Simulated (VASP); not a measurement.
# BiTe (Fm-3m) in VASP: a series of runs

Aim: see how the results for BiTe move with the level of theory and the settings. Levels: revPBE+D3(BJ), revPBE+D4, LDA, PBEsol, revPBE. Tasks: relaxation of cell and atoms, single point.

Everything below comes from runs of VASP 6.6.1. Logs are shortened: lines on timing, memory, paths and dates and some standing lists are left out, and cuts for length are marked.

**1. The cell of the first run**

The structure is cubic, space group Fm-3m (No. 225). The conventional cell has a = 6.470 Å, b = 6.470 Å, c = 6.470 Å, α = 90.00°, β = 90.00°, γ = 90.00°. Within 4.3 Å of Bi (site symmetry m-3m) lie 6 Te at 3.23 Å. Within 4.3 Å of Te (site symmetry m-3m) lie 6 Bi at 3.23 Å.

**2. Relaxation of cell and atoms, revPBE+D3(BJ)**

Input file INCAR:

```
SYSTEM = BiTe
  PREC = Accurate
  ENCUT = 600
  EDIFF = 1E-6
  ISMEAR = -1
  SIGMA = 0.05
  LREAL = .False.
  LASPH = .True.
  NELM = 80
  ALGO = Normal
  ISIF = 3
  LWAVE = .False.
  LCHARG = .False.
  GGA = RE
  IVDW = 12
  IBRION = 2
  NSW = 60
  EDIFFG = -0.01
```

Input file KPOINTS:

```
Automatic mesh
0
Gamma
  7 7 7
  0 0 0
```

Input file POSCAR:

```
BiTe
1.0
    0.0000000000      3.2350000000      3.2350000000
    3.2350000000      0.0000000000      3.2350000000
    3.2350000000      3.2350000000      0.0000000000
Bi Te
1 1
Direct
    0.0000000000      0.0000000000      0.0000000000
    0.5000000000      0.5000000000      0.5000000000
```

Potentials or basis: VASP PAW PBE potentials, release 64 (Bi_d, Te).

Run with:

```console
cat potpaw_PBE.64/Bi_d/POTCAR potpaw_PBE.64/Te/POTCAR > POTCAR
mpirun -np 1 vasp_std > vasp.out
```

OUTCAR:

```text
SYSTEM = BiTe
   PREC = Accurate
   ENCUT = 600
   EDIFF = 1E-6
   ISMEAR = -1
   LREAL = .False.
   LASPH = .True.
   NELM = 80
   ISIF = 3
   GGA = RE
   IVDW = 12
   IBRION = 2
   NSW = 60
   EDIFFG = -0.01
 IVDW          = 12

 ion  position               nearest neighbor table
   1  0.000  0.000  0.000-   2 3.23   2 3.23   2 3.23   2 3.23   2 3.23   2 3.23
   2  0.500  0.500  0.500-   1 3.23   1 3.23   1 3.23   1 3.23   1 3.23   1 3.23

  LATTYP: Found a face centered cubic cell.
 ALAT       =     6.4700000000

  Lattice vectors:

 A1 = (   0.0000000000,   3.2350000000,   3.2350000000)
 A2 = (   3.2350000000,   0.0000000000,   3.2350000000)
 A3 = (   3.2350000000,   3.2350000000,   0.0000000000)

Analysis of symmetry for initial positions (statically):
=====================================================================
 Subroutine PRICEL returns:
 Original cell was already a primitive cell.

 Routine SETGRP: Setting up the symmetry group for a
 face centered cubic supercell.

 Subroutine GETGRP returns: Found 48 space group operations
 (whereof 48 operations were pure point group operations)
 out of a pool of 48 trial point group operations.

The static configuration has the point symmetry O_h .

Analysis of symmetry for dynamics (positions and initial velocities):
=====================================================================
 Subroutine PRICEL returns:
 Original cell was already a primitive cell.

 Routine SETGRP: Setting up the symmetry group for a
 face centered cubic supercell.

 Subroutine GETGRP returns: Found 48 space group operations
 (whereof 48 operations were pure point group operations)
 out of a pool of 48 trial point group operations.

The dynamic configuration has the point symmetry O_h .

 Subroutine INISYM returns: Found 48 space group operations
 (whereof 48 operations are pure point group operations),
 and found     1 'primitive' translations

----------------------------------------------------------------------------------------

                                     Primitive cell

  volume of cell :      67.7100

  direct lattice vectors                    reciprocal lattice vectors
     0.000000000  3.235000000  3.235000000    -0.154559505  0.154559505  0.154559505
     3.235000000  0.000000000  3.235000000     0.154559505 -0.154559505  0.154559505
     3.235000000  3.235000000  0.000000000     0.154559505  0.154559505 -0.154559505

  length of vectors
     4.574980874  4.574980874  4.574980874     0.267704916  0.267704916  0.267704916

  position of ions in fractional coordinates (direct lattice)
     0.000000000  0.000000000  0.000000000
     0.500000000  0.500000000  0.500000000

  ion indices of the primitive-cell ions
   primitive index   ion index
                 1           1
                 2           2

----------------------------------------------------------------------------------------

 KPOINTS: Automatic mesh

Automatic generation of k-mesh.
 Grid dimensions read from file:
 generate k-points for:    7    7    7

 Generating k-lattice:

  Cartesian coordinates                     Fractional coordinates (reciprocal lattice)
    -0.022079929  0.022079929  0.022079929     0.142857143  0.000000000  0.000000000
     0.022079929 -0.022079929  0.022079929     0.000000000  0.142857143  0.000000000
     0.022079929  0.022079929 -0.022079929     0.000000000  0.000000000  0.142857143

  Length of vectors
     0.038243559  0.038243559  0.038243559

  Shift w.r.t. Gamma in fractional coordinates (k-lattice)
     0.000000000  0.000000000  0.000000000

 Subroutine IBZKPT returns following result:
 ===========================================

 Found     20 irreducible k-points:

 Following reciprocal coordinates:
            Coordinates               Weight
  0.000000  0.000000  0.000000      1.000000
  0.142857  0.000000  0.000000      8.000000
  0.285714  0.000000  0.000000      8.000000
  0.428571  0.000000  0.000000      8.000000
  0.142857  0.142857  0.000000      6.000000
  0.285714  0.142857  0.000000     24.000000
[... 12 lines left out ...]
 -0.428571  0.428571  0.142857     24.000000
 -0.285714  0.428571  0.142857     24.000000
   k-points           NKPTS =     20   k-points in BZ     NKDIM =     20   number of bands    NBANDS=     14
   number of dos      NEDOS =    301   number of ions     NIONS =      2
   total plane-waves  NPLWV =  64000
   dimension x,y,z NGX =    40 NGY =   40 NGZ =   40
   dimension x,y,z NGXF=    80 NGYF=   80 NGZF=   80
   ions per type =               1   1
   NGX,Y,Z   is equivalent  to a cutoff of  14.54, 14.54, 14.54 a.u.
   NGXF,Y,Z  is equivalent  to a cutoff of  29.07, 29.07, 29.07 a.u.
 SYSTEM =  BiTe
   PREC   = accura    normal or accurate (medium, high low for compatibility)
   ISTART =      0    job   : 0-new  1-cont  2-samecut
   ICHARG =      2    charge: 1-file 2-atom 10-const
   ISPIN  =      1    spin polarized calculation?
   LNONCOLLINEAR =      F non collinear calculations
   LSORBIT =      F    spin-orbit coupling
   LASPH  =      T    aspherical Exc in radial PAW
   ENCUT  =  600.0 eV  44.10 Ry    6.64 a.u.   9.14  9.14  9.14*2*pi/ulx,y,z
   NELM   =     80;   NELMIN=  2; NELMDL= -5     # of ELM steps
   EDIFF  = 0.1E-05   stopping-criterion for ELM
   LREAL  =      F    real-space projection
   EDIFFG = -.1E-01   stopping-criterion for IOM
   NSW    =     60    number of steps for IOM
   IBRION =      2    ionic relax: 0-MD 1-quasi-New 2-CG
   NFREE  =      1    steps in history (QN), initial steepest desc. (CG)
   ISIF   =      3    stress and relaxation
   ISYM   =      2    0-nonsym 1-usesym 2-fastsym
   POTIM  = 0.5000    time-step for ionic-motion
   TEBEG  =    0.0;   TEEND  =   0.0 temperature during run
   PSTRESS=    0.0 pullay stress
   NELECT =      21.0000    total number of electrons
   NUPDOWN=      -1.0000    fix difference up-down
   EMIN   =  10.00;   EMAX   =-10.00  energy-range for DOS
   EFERMI =   0.00;   METHOD = LEGACY
   ISMEAR =    -1;   SIGMA  =   0.05  broadening in eV -4-tet -1-fermi 0-gaus
   EFERMI_NEDOS =   21; number of points for ismear=-14 and -15
   IALGO  =     38    algorithm
   IMIX   =      4    mixing-type and parameters
     AMIX     =   0.40;   BMIX     =  1.00
     AMIX_MAG =   1.60;   BMIX_MAG =  1.00
  volume/ion in A,a.u.               =      33.86       228.46
  Fermi-wavevector in a.u.,A,eV,Ry     =   1.108146  2.094092 16.707785  1.227988
  Thomas-Fermi vector in A             =   2.244669
   LORBIT       =      0    0 simple, 1 ext, 2 COOP (PROOUT), +10 PAW based schemes
   GGA     = RE    functional components
   LHFCALC =     F    Hartree Fock is set to
   AEXX    =    0.0000 exact exchange contribution
   IVDW    =    12    specifies the selected vdW correction
   LEPSILON=     F    determine dielectric tensor
   LRPA    =     F    only Hartree local field effects (RPA)
 conjugate gradient relaxation of ions
 non-spin polarized calculation
  energy-cutoff  :      600.00
  volume of cell :       67.71
 maximum number of plane-waves:      2281
 NGX is ok and might be reduce to    40
   NGX = 19   NGY = 19   NGZ = 19

--------------------------------------- Ionic step        1  -------------------------------------------

 number of electron      21.0000002 magnetization

 Free energy of the ion-electron system (eV)
  ---------------------------------------------------
  ext. energy  EPLUGINS =         0.00000000
  ---------------------------------------------------
  free energy    TOTEN  =        -6.50848245 eV

  energy without entropy =       -6.48746604  energy(sigma->0) =       -6.49797425

------------------------ aborting loop because EDIFF is reached ----------------------------------------

 Edisp (eV)   -1.68235

 E8    (eV) :    -1.2253

  FORCE on cell =-STRESS in cart. coord.  units (eV):
  Direction    XX          YY          ZZ          XY          YZ          ZX
  --------------------------------------------------------------------------------------
  -------------------------------------------------------------------------------------
  Total      -0.97537    -0.97537    -0.97537     0.00000     0.00000     0.00000
  in kB     -23.07946   -23.07946   -23.07946     0.00000     0.00000     0.00000
  external pressure =      -23.08 kB  Pullay stress =        0.00 kB

 VOLUME and BASIS-vectors are now :
 -----------------------------------------------------------------------------
  energy-cutoff  :      600.00
  volume of cell :       67.71
      direct lattice vectors                 reciprocal lattice vectors
     0.000000000  3.235000000  3.235000000    -0.154559505  0.154559505  0.154559505
     3.235000000  0.000000000  3.235000000     0.154559505 -0.154559505  0.154559505
     3.235000000  3.235000000  0.000000000     0.154559505  0.154559505 -0.154559505
[... 41 lines left out ...]
 POSITION                                       TOTAL-FORCE (eV/Angst)
 -----------------------------------------------------------------------------------
      3.15889      3.15889      6.31778         0.000000      0.000000      0.000000
      3.15889      3.15889      3.15889        -0.000000     -0.000000     -0.000000
 -----------------------------------------------------------------------------------
    total drift:                               -0.000000     -0.000000     -0.000000

  FREE ENERGIE OF THE ION-ELECTRON SYSTEM (eV)
  ---------------------------------------------------
  free  energy   TOTEN  =        -8.2073070436 eV

  energy  without entropy=       -8.1864494450  energy(sigma->0) =       -8.19687824

--------------------------------------- Ionic step        3  -------------------------------------------

 number of electron      21.0000000 magnetization

 Free energy of the ion-electron system (eV)
  ---------------------------------------------------
  ext. energy  EPLUGINS =         0.00000000
  ---------------------------------------------------
  free energy    TOTEN  =        -6.44832947 eV

  energy without entropy =       -6.42719031  energy(sigma->0) =       -6.43775989

 E-fermi :   7.3739     XC(G=0):  -9.5707

 val. band max:        7.3536911963   @ k =   0.2857   0.1429   0.0000
 cond. band min:       7.3796254811   @ k =   0.1429   0.1429   0.0000
 fundamental gap:      0.0259342849
 Fermi energy:         7.3738522896

 k-point     1 :       0.0000    0.0000    0.0000
  band No.  band energies     occupation
      1     -15.9094      2.00000
      2     -15.9094      2.00000
      3     -15.9064      2.00000
      4     -15.9064      2.00000
      5     -15.9064      2.00000
      6      -6.5357      2.00000
      7      -0.6125      2.00000
      8       4.6354      2.00000
      9       4.6354      2.00000
     10       4.6354      2.00000
     11       9.5773      0.00000
     12       9.5773      0.00000
     13       9.5773      0.00000
     14      11.9079      0.00000

 k-point     2 :       0.1429    0.0000    0.0000
  band No.  band energies     occupation
      1     -15.9104      2.00000
      2     -15.9104      2.00000
      3     -15.9060      2.00000
      4     -15.9050      2.00000
      5     -15.9050      2.00000
      6      -6.3421      2.00000
      7      -1.1281      2.00000
      8       4.6979      2.00000
      9       4.6979      2.00000
     10       4.8604      2.00000
[... 334 lines left out ...]
 POSITION                                       TOTAL-FORCE (eV/Angst)
 -----------------------------------------------------------------------------------
      0.00000      0.00000      0.00000        -0.000000     -0.000000      0.000000
      3.18493      3.18493      3.18493         0.000000      0.000000     -0.000000
 -----------------------------------------------------------------------------------
    total drift:                                0.000000     -0.000000     -0.000000

  FREE ENERGIE OF THE ION-ELECTRON SYSTEM (eV)
  ---------------------------------------------------
  free  energy   TOTEN  =        -8.2140807063 eV

  energy  without entropy=       -8.1929415477  energy(sigma->0) =       -8.20351113

 reached required accuracy - stopping structural energy minimisation
```

It took 65 s on 1 thread of Intel Xeon 6975P-C, shared host; peak memory 0.26 GiB.

What came out:

| Quantity | Value |
| --- | --- |
| Free energy | -8.2141 eV |
| Relaxed volume | 32.31 Å³/atom |
| Relaxed cell | a = 4.504 Å, b = 4.504 Å, c = 4.504 Å, α = 60.00°, β = 60.00°, γ = 60.00° |
| Space group after relaxing (to 0.05 Å) | Fm-3m (No. 225) |
| Energy gained by relaxing | 11.6 meV/atom |
| Ionic steps | 3 |
| Pressure after relaxing | 0.0 GPa |
| Dispersion energy per atom | -0.883 eV |

Step by step:
| step | energy change (eV) | largest force (eV/Å) | pressure (GPa) | volume (Å³) |
| --- | --- | --- | --- | --- |
| 1 | 0.0000 | 0.0000 | -2.31 | 67.71 |
| 2 | -0.0165 | 0.0000 | 1.41 | 63.04 |
| 3 | -0.0232 | 0.0000 | 0.00 | 64.61 |

Final structure:
```yaml
crystal:
  lattice:
    - [0.00000, 3.18493, 3.18493]
    - [3.18493, 0.00000, 3.18493]
    - [3.18493, 3.18493, 0.00000]
  atoms:
    - { symbol: Bi, position: [0.00000, 0.00000, 0.00000] }
    - { symbol: Te, position: [0.50000, 0.50000, 0.50000] }
```

Caveat: the PAW data sets were made with another functional, which shifts forces and pressure a little; spin-orbit coupling is left out, which moves the levels of the heavy elements; pairwise dispersion overbinds metals, which lowers pressure and volume.

**3. Relaxation of cell and atoms, revPBE+D4**

Input file INCAR:

```
PREC = Accurate ; ENCUT = 600
EDIFF = 1E-7 ; ISMEAR = -1
SIGMA = 0.05 ; LREAL = F
LASPH = T ; NELM = 60
ALGO = Normal ; ISIF = 3
LWAVE = F ; LCHARG = F
GGA = RE ; IVDW = 13
IBRION = 2 ; NSW = 60
EDIFFG = -0.01
```

Input file KPOINTS:

```
regular mesh
0
Gamma
  7 7 7
```

POSCAR is that of step 2.

Potentials or basis: VASP PAW PBE potentials, release 64 (Bi_d, Te).

Run with:

```console
cat potpaw_PBE.64/Bi_d/POTCAR potpaw_PBE.64/Te/POTCAR > POTCAR
mpirun -np 1 vasp_std > vasp.out
```

It took 60 s on 1 thread of Intel Xeon 6975P-C, shared host; peak memory 0.25 GiB.

Results (log left out):

```yaml
Free_energy: -8.0287 eV
Relaxed_volume: 32.70 Å³/atom
Relaxed_cell: a = 4.523 Å, b = 4.523 Å, c = 4.523 Å, α = 60.00°, β = 60.00°, γ = 60.00°
Space_group_after_relaxing_to_0.05_Å: Fm-3m (No. 225)
Energy_gained_by_relaxing: 6.3 meV/atom
Ionic_steps: 3
Pressure_after_relaxing: 0.0 GPa
Dispersion_energy_per_atom: -0.780 eV
```

Step by step:
| step | energy change (eV) | largest force (eV/Å) | pressure (GPa) | volume (Å³) |
| --- | --- | --- | --- | --- |
| 1 | 0.0000 | 0.0000 | -1.69 | 67.71 |
| 2 | -0.0092 | 0.0000 | 0.97 | 64.27 |
| 3 | -0.0126 | 0.0000 | 0.01 | 65.41 |

Final structure:
```xyz
2
Lattice="0.0000 3.1979 3.1979 3.1979 0.0000 3.1979 3.1979 3.1979 0.0000" Properties=species:S:1:pos:R:3 pbc="T T T"
Bi    0.0000    0.0000    0.0000
Te    3.1979    3.1979    3.1979
```

Levels at points of the mesh, in eV from the Fermi level:
| k point | band 7 | band 8 | band 9 | band 10 | band 11 | band 12 | band 13 | band 14 |
| --- | --- | --- | --- | --- | --- | --- | --- | --- |
| (0.00, 0.00, 0.00) | -8.03 | -2.70 | -2.70 | -2.70 | 2.18 | 2.18 | 2.18 | 4.56 |

Caveat: the PAW data sets were made with another functional, which shifts forces and pressure a little; spin-orbit coupling is left out, which moves the levels of the heavy elements; pairwise dispersion overbinds metals, which lowers pressure and volume.

[end of part 1 of 3]
